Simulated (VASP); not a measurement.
SnSe, 2 atoms in the cell. It takes space group Fm-3m (No. 225, cubic). The conventional cell has a = 6.099 Å, b = 6.099 Å, c = 6.099 Å, α = 90.00°, β = 90.00°, γ = 90.00°. Sn (site symmetry m-3m) has 6 Se at 3.05 Å within 4.0 Å. Se (site symmetry m-3m) has 6 Sn at 3.05 Å within 4.0 Å. 

| Quantity | Value |
| --- | --- |
| Program | VASP 6.6.1 |
| Task | single point |
| Functional | r2SCAN |
| Potentials or basis | VASP PAW PBE potentials, release 64 (Sn_d, Se) |
| Cutoff | 520 eV |
| k mesh | 8 × 8 × 8 |
| Occupations | fermi-dirac, width 0.05 eV |
| Spin | no spin polarisation |
| Dipole correction | no |
| Further INCAR settings | ALGO = Normal; EDIFF = 1e-06; NBANDS = 17 |

Potentials or basis: VASP PAW PBE potentials, release 64 (Sn_d, Se).

Launch:

```sh
$ cat potpaw_PBE.64/Sn_d/POTCAR potpaw_PBE.64/Se/POTCAR > POTCAR
$ cp INCAR.step1 INCAR
$ mpirun -np 1 vasp_std > vasp.out
$ cp INCAR.step2 INCAR
$ mpirun -np 1 vasp_std > vasp.out
```

Hardware: 1 thread of Intel(R) Xeon(R) Platinum 8259CL CPU @ 2.50GHz (Skylake/Cascade Lake), on a shared host.

Problem. Estimate the wall time of this run.

Solution. It took 76 s on 1 thread of Intel(R) Xeon(R) Platinum 8259CL CPU @ 2.50GHz (Skylake/Cascade Lake) (shared host), peak memory 0.19 GiB. Counts: k points 29.
